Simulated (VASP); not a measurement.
# Zn12HS12 (a cell with a defect) in VASP: single point with HSE06

Aim: the single point of Zn12HS12 (a cell with a defect) with HSE06.

Everything below comes from runs of VASP 6.6.1. Logs are shortened: lines on timing, memory, paths and dates and some standing lists are left out, and cuts for length are marked.

### Step 1. The cell of the first run

The cell holds a defect, 25 atoms: a = 7.575 Å, b = 7.575 Å, c = 11.362 Å, α = 60.00°, β = 60.00°, γ = 60.00°.

### Step 2. Single point, HSE06

Contents of POSCAR:

```
Zn12HS12
1.0
    0.0000000000      5.3562680000      5.3562680000
    5.3562680000      0.0000000000      5.3562680000
    8.0344020000      8.0344020000      0.0000000000
Zn S H
12 12 1
Direct
    0.0084830000      0.9818120000      0.0104490000
    0.9663080000      0.0995790000      0.6511290000
    0.5150890000      0.4975750000      0.3320710000
    0.0087790000      0.9994440000      0.3338380000
    0.4931910000      0.4996290000      0.0036700000
    0.4759700000      0.5043490000      0.6740300000
    0.0103420000      0.5036490000      0.9778420000
    0.5148640000      0.9907990000      0.3358930000
    0.9945650000      0.4745690000      0.6563200000
    0.5010930000      0.9912410000      0.0089550000
    0.0085350000      0.4891770000      0.3399820000
    0.5115800000      0.9854630000      0.6757220000
    0.1252380000      0.1226430000      0.0870200000
    0.1444420000      0.0963710000      0.7668640000
    0.6300650000      0.6177820000      0.4225800000
    0.1432000000      0.1132410000      0.4140860000
    0.6296220000      0.6156250000      0.0845190000
    0.6135250000      0.6183270000      0.7577270000
    0.1166410000      0.6069390000      0.0888420000
    0.6306670000      0.1170160000      0.4251390000
    0.1065710000      0.6334360000      0.7353920000
    0.6304760000      0.1189520000      0.0878250000
    0.1433540000      0.6283600000      0.4042940000
    0.6083610000      0.1248080000      0.7639510000
    0.8912210000      0.3758090000      0.5917660000
```

Contents of INCAR.step1:

```
SYSTEM = Zn12HS12
ALGO = Normal
EDIFF = 1E-5
ENCUT = 400
GGA = PE
GGA_COMPAT = .False.
ISIF = 2
ISMEAR = -1
ISYM = 0
LASPH = .True.
LCHARG = .False.
LREAL = .False.
LWAVE = .True.
NBANDS = 126
NELECT = 218.0
NELM = 120
PREC = Accurate
SIGMA = 0.05
```

Contents of INCAR.step2:

```
SYSTEM = Zn12HS12
ALGO = Normal
EDIFF = 1E-6
ENCUT = 400
GGA = PE
GGA_COMPAT = .False.
HFSCREEN = 0.2079
ISIF = 2
ISMEAR = -1
ISTART = 1
ISYM = 0
LASPH = .True.
LCHARG = .False.
LHFCALC = .True.
LREAL = .False.
LWAVE = .False.
NBANDS = 126
NELECT = 218.0
NELM = 120
PREC = Accurate
PRECFOCK = Fast
SIGMA = 0.05
```

Contents of KPOINTS:

```
Automatic mesh
0
Gamma
  1 1 1
  0.25 0.25 0.25
```

Potentials or basis: VASP PAW PBE potentials, release 64 (Zn, S, H).

On the command line:

```console
$ cat potpaw_PBE.64/Zn/POTCAR potpaw_PBE.64/S/POTCAR potpaw_PBE.64/H/POTCAR > POTCAR
$ cp INCAR.step1 INCAR
$ mpirun -np 1 vasp_std > vasp.out
$ cp INCAR.step2 INCAR
$ mpirun -np 1 vasp_std > vasp.out
```

OUTCAR:

```text
SYSTEM = Zn12HS12
   EDIFF = 1E-6
   ENCUT = 400
   GGA = PE
   HFSCREEN = 0.2079
   ISIF = 2
   ISMEAR = -1
   ISTART = 1
   ISYM = 0
   LASPH = .True.
   LHFCALC = .True.
   LREAL = .False.
   NELECT = 218.0
   NELM = 120
   PREC = Accurate
   PRECFOCK = Fast

 ion  position               nearest neighbor table
   1  0.008  0.982  0.010-  14 2.26  13 2.31  19 2.32  22 2.34
   2  0.966  0.100  0.651-  25 1.71  14 2.29  24 2.30  16 2.30  21 2.90   9 2.98
   3  0.515  0.498  0.332-  15 2.30  17 2.30  23 2.30  20 2.36
   4  0.009  0.999  0.334-  16 2.28  13 2.29  23 2.30  20 2.34
   5  0.493  0.500  0.004-  18 2.28  17 2.31  19 2.33  22 2.36
   6  0.476  0.504  0.674-  21 2.29  18 2.33  15 2.34  24 2.35
   7  0.010  0.504  0.978-  21 2.26  19 2.34  17 2.36  13 2.37
   8  0.515  0.991  0.336-  16 2.30  22 2.30  15 2.31  20 2.33
   9  0.995  0.475  0.656-  25 1.85  23 2.36  18 2.37  14 2.38  21 2.42   2 2.98
  10  0.501  0.991  0.009-  24 2.28  22 2.32  17 2.32  13 2.33
  11  0.009  0.489  0.340-  23 2.30  16 2.33  19 2.34  15 2.34
  12  0.512  0.985  0.676-  14 2.27  18 2.28  24 2.29  20 2.33
  13  0.125  0.123  0.087-   4 2.29   1 2.31  10 2.33   7 2.37
  14  0.144  0.096  0.767-   1 2.26  12 2.27   2 2.29   9 2.38
  15  0.630  0.618  0.423-   3 2.30   8 2.31   6 2.34  11 2.34
  16  0.143  0.113  0.414-   4 2.28   8 2.30   2 2.30  11 2.33
  17  0.630  0.616  0.085-   3 2.30   5 2.31  10 2.32   7 2.36
  18  0.614  0.618  0.758-  12 2.28   5 2.28   6 2.33   9 2.37
  19  0.117  0.607  0.089-   1 2.32   5 2.33  11 2.34   7 2.34
  20  0.631  0.117  0.425-  12 2.33   8 2.33   4 2.34   3 2.36
  21  0.107  0.633  0.735-   7 2.26   6 2.29   9 2.42   2 2.90
  22  0.630  0.119  0.088-   8 2.30  10 2.32   1 2.34   5 2.36
  23  0.143  0.628  0.404-   4 2.30  11 2.30   3 2.30   9 2.36
  24  0.608  0.125  0.764-  10 2.28  12 2.29   2 2.30   6 2.35
  25  0.891  0.376  0.592-   2 1.71   9 1.85

IMPORTANT INFORMATION: All symmetrisations will be switched off!
NOSYMM: (Re-)initialisation of all symmetry stuff for point group C_1.

----------------------------------------------------------------------------------------

                                     Primitive cell

  volume of cell :     461.0077

  direct lattice vectors                    reciprocal lattice vectors
     0.000000000  5.356268000  5.356268000    -0.093348578  0.093348578  0.093348578
     5.356268000  0.000000000  5.356268000     0.093348578 -0.093348578  0.093348578
     8.034402000  8.034402000  0.000000000     0.062232385  0.062232385 -0.062232385

  length of vectors
     7.574906849  7.574906849 11.362360274     0.161684480  0.161684480  0.107789653

[... 118 lines left out ...]
   EFERMI_NEDOS =   21; number of points for ismear=-14 and -15
   IALGO  =     38    algorithm
   IMIX   =      1    mixing-type and parameters
     AMIX     =   0.40;   BMIX     =  1.00
     AMIX_MAG =   1.60;   BMIX_MAG =  1.00
  volume/ion in A,a.u.               =      18.44       124.44
  Fermi-wavevector in a.u.,A,eV,Ry     =   1.275433  2.410219 22.132992  1.626729
  Thomas-Fermi vector in A             =   2.408145
   LORBIT       =      0    0 simple, 1 ext, 2 COOP (PROOUT), +10 PAW based schemes
   GGA     = PE    functional components
   LHFCALC =     T    Hartree Fock is set to
   PRECFOCK=fast      Normal, Fast or Accurate (Low or Medium for compatibility)
   ENCUT4O =  -1.0   cutoff for four orbital integrals eV
   NKREDX  =     1    reduce k-point grid by
   NKREDY  =     1    reduce k-point grid by
   NKREDZ  =     1    reduce k-point grid by
   AEXX    =    0.2500 exact exchange contribution
   HFSCREEN=    0.2079 screening length (either q_TF or 0.3 A-1)
   HFSCREENC=   0.2079 screening length for correlation (either q_TF or 0.3 A-1)
   ENCUTFOCK=  -1.0 apply spherical cutoff to Coloumb kernel
   IVDW    =     0    specifies the selected vdW correction
   LEPSILON=     F    determine dielectric tensor
   LRPA    =     F    only Hartree local field effects (RPA)
 non-spin polarized calculation
  energy-cutoff  :      400.00
  volume of cell :      461.01
 maximum number of plane-waves:      8373
 NGX is ok and might be reduce to    50
  NGX = 28; NGY = 28; NGZ = 40

 number of electron     217.9999982 magnetization

 Free energy of the ion-electron system (eV)
  ---------------------------------------------------
  ext. energy  EPLUGINS =         0.00000000
  ---------------------------------------------------
  free energy    TOTEN  =       -96.87842610 eV

  energy without entropy =      -96.87842610  energy(sigma->0) =      -96.87842610

 E-fermi :   3.4919     XC(G=0):  -8.1328

 val. band max:        2.2525934917   @ k =   0.2500   0.2500   0.2500
 cond. band min:       6.0089506365   @ k =   0.2500   0.2500   0.2500
 fundamental gap:      3.7563571448
 Fermi energy:         3.4918530301

 k-point     1 :       0.2500    0.2500    0.2500
  band No.  band energies     occupation
      1     -12.7792      2.00000
      2     -12.1006      2.00000
      3     -12.0690      2.00000
      4     -11.9796      2.00000
      5     -11.8713      2.00000
      6     -11.8332      2.00000
[... 113 lines left out ...]
    120       7.5195      0.00000
    121       7.6256      0.00000
 [bands above 121 left out]

------------------------ aborting loop because EDIFF is reached ----------------------------------------

  FORCE on cell =-STRESS in cart. coord.  units (eV):
  Direction    XX          YY          ZZ          XY          YZ          ZX
  --------------------------------------------------------------------------------------
  -------------------------------------------------------------------------------------
  Total       22.7727733     22.6010187     18.0519043     -7.1683749      0.0838712     -1.2589157
  in kB       79.1440652     78.5471527     62.7372464    -24.9128346      0.2914843     -4.3752120
  external PRESSURE =      73.4761548 kB  Pullay stress =       0.0000000 kB

 VOLUME and BASIS-vectors are now :
 -----------------------------------------------------------------------------
  energy-cutoff  :      400.00
  volume of cell :      461.01
      direct lattice vectors                 reciprocal lattice vectors
     0.000000000  5.356268000  5.356268000    -0.093348578  0.093348578  0.093348578
     5.356268000  0.000000000  5.356268000     0.093348578 -0.093348578  0.093348578
     8.034402000  8.034402000  0.000000000     0.062232385  0.062232385 -0.062232385

 POSITION                                       TOTAL-FORCE (eV/Angst)
 -----------------------------------------------------------------------------------
      5.34280      0.12939      5.30429         0.004177      0.002865     -0.033837
      5.76480     10.40724      5.70918        -0.021238      0.030304     -0.019884
      5.33314      5.42695      5.42410         0.005200      0.023298     -0.024802
      8.03548      2.72921      5.40031         0.025165      0.005612     -0.040301
      2.70563      2.67115      5.31781         0.003919     -0.000664     -0.024316
      8.11686      7.96485      5.25085         0.013103     -0.003284     -0.008888
[... 17 lines left out ...]
      6.80639      9.39643      3.92705        -0.013823     -0.005255     -0.018609
      6.76742      9.52810      6.78655        -0.020905     -0.017123     -0.009446
 -----------------------------------------------------------------------------------
    total drift:                               -0.002786     -0.001804     -0.002534

  FREE ENERGIE OF THE ION-ELECTRON SYSTEM (eV)
  ---------------------------------------------------
  free  energy   TOTEN  =       -96.8784261003 eV

  energy  without entropy=      -96.8784261003  energy(sigma->0) =      -96.87842610
```

OUTCAR.step1:

```text
SYSTEM = Zn12HS12
   EDIFF = 1E-5
   ENCUT = 400
   GGA = PE
   ISIF = 2
   ISMEAR = -1
   ISYM = 0
[... 358 lines left out ...]
      8.11686      7.96485      5.25085         0.021448     -0.015057     -0.013645
[... 17 lines left out ...]
      6.80639      9.39643      3.92705        -0.004788     -0.001709     -0.030499
      6.76742      9.52810      6.78655         0.004975     -0.012682      0.009082
 -----------------------------------------------------------------------------------
    total drift:                               -0.002460     -0.002167     -0.000690

  FREE ENERGIE OF THE ION-ELECTRON SYSTEM (eV)
  ---------------------------------------------------
  free  energy   TOTEN  =       -77.5434799281 eV

  energy  without entropy=      -77.5434799280  energy(sigma->0) =      -77.54347993
```

OSZICAR.step1:

```text
N       E                     dE             d eps       ncg     rms          rms(c)
DAV:   1     0.192900954117E+04    0.19290E+04   -0.82927E+04   252   0.176E+03
DAV:   2     0.271226467578E+03   -0.16578E+04   -0.16076E+04   252   0.462E+02
DAV:   3    -0.573358930368E+02   -0.32856E+03   -0.31920E+03   274   0.179E+02
DAV:   4    -0.833161876305E+02   -0.25980E+02   -0.25780E+02   288   0.516E+01
DAV:   5    -0.839238167368E+02   -0.60763E+00   -0.60557E+00   288   0.819E+00    0.268E+01
DAV:   6    -0.773587864429E+02    0.65650E+01   -0.11963E+01   352   0.474E+01    0.203E+01
DAV:   7    -0.779880504844E+02   -0.62926E+00   -0.23711E+01   296   0.129E+01    0.856E+00
DAV:   8    -0.775299245096E+02    0.45813E+00   -0.26585E+00   312   0.154E+01    0.346E+00
DAV:   9    -0.775410838436E+02   -0.11159E-01   -0.61143E-01   304   0.594E+00    0.101E+00
DAV:  10    -0.775415219050E+02   -0.43806E-03   -0.40028E-02   304   0.273E+00    0.553E-01
DAV:  11    -0.775426433290E+02   -0.11214E-02   -0.96495E-03   280   0.641E-01    0.271E-01
DAV:  12    -0.775433480211E+02   -0.70469E-03   -0.38244E-03   304   0.671E-01    0.144E-01
DAV:  13    -0.775434088484E+02   -0.60827E-04   -0.55441E-04   304   0.392E-01    0.833E-02
DAV:  14    -0.775434669563E+02   -0.58108E-04   -0.25878E-04   296   0.136E-01    0.214E-02
DAV:  15    -0.775434778382E+02   -0.10882E-04   -0.11962E-04   280   0.951E-02    0.159E-02
DAV:  16    -0.775434799281E+02   -0.20899E-05   -0.11676E-05   144   0.314E-02
   1 F= -.77543480E+02 E0= -.77543480E+02  d E =-.601814E-10
```

Wall time 18 min (1 thread of Intel Xeon Platinum 8375C at 2.90GHz (Ice Lake), shared host); peak memory 0.66 GiB.

Results:

```
Free energy   : -96.8784 eV
Largest force : 0.075 eV/Å
```

Forces on the atoms (eV/Å):
```
Zn   0.004  0.003 -0.034
Zn  -0.021  0.030 -0.020
Zn   0.005  0.023 -0.025
Zn   0.025  0.006 -0.040
Zn   0.004 -0.001 -0.024
Zn   0.013 -0.003 -0.009
Zn  -0.008 -0.018 -0.022
Zn   0.014  0.024 -0.023
Zn   0.018  0.015 -0.019
Zn   0.009  0.023 -0.022
Zn   0.025  0.022 -0.050
Zn  -0.014 -0.001  0.007
S    0.002 -0.024  0.028
S   -0.011  0.032  0.016
S   -0.032 -0.059  0.026
S   -0.063 -0.014  0.013
S   -0.005  0.004  0.018
S    0.050 -0.001 -0.011
S    0.000  0.010  0.031
S    0.000 -0.011  0.045
S    0.038 -0.032  0.039
S   -0.005 -0.005  0.030
S   -0.013 -0.001  0.074
S   -0.014 -0.005 -0.019
H   -0.021 -0.017 -0.009
```

Levels at points of the mesh, in eV from the Fermi level:
```tsv
k point	band 107	band 108	band 109	band 110	band 111	band 112
(0.25, 0.25, 0.25)	-2.05	-1.96	-1.24	2.52	3.06	3.23
```

Caveat: the k points lie up to 1.02 Å⁻¹ apart; the cell carries a net charge on a neutralising background, which shifts energy and pressure; the cell is charged against a uniform background, so pressure and absolute levels hang on convention; the PAW data sets were made with another functional, which shifts forces and pressure a little.
